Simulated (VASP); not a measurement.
BeTe, 4 atoms in the cell. The structure is hexagonal, space group P6_3/mmc (No. 194). The conventional cell has a = 4.033 Å, b = 4.033 Å, c = 8.757 Å, α = 90.00°, β = 90.00°, γ = 120.00°. Within 3.1 Å of Be (site symmetry -6m2) lie 3 Te at 2.33 Å. Te (site symmetry -6m2) has 3 Be at 2.33 Å within 3.1 Å. 

* Program: VASP 6.6.1
* Task: relaxation of cell and atoms
* Functional: LDA
* Potentials or basis: VASP PAW LDA potentials, release 64 (Be, Te)
* Cutoff: 600 eV
* k mesh: 6 × 6 × 4
* Occupations: fermi-dirac, width 0.02 eV
* Spin: no spin polarisation
* Dipole correction: no
* Further INCAR settings: ALGO = Normal; EDIFF = 1e-06; IBRION = 2; EDIFFG = -0.005; NSW = 80; ISIF = 3

Potentials or basis: VASP PAW LDA potentials, release 64 (Be, Te).

The run is started by

```sh
$ cat potpaw_LDA.64/Be/POTCAR potpaw_LDA.64/Te/POTCAR > POTCAR
$ mpirun -np 1 vasp_std > vasp.out
```

Hardware: 1 thread of Intel(R) Xeon(R) Platinum 8259CL CPU @ 2.50GHz (Skylake/Cascade Lake) (shared host).

**Question.** Estimate the wall time of this run.

**Answer.** Wall time 4.7 min on 1 thread of Intel(R) Xeon(R) Platinum 8259CL CPU @ 2.50GHz (Skylake/Cascade Lake), on a shared host, peak memory 0.24 GiB. Counts: scf iterations 117, k points 21, ion steps 16.
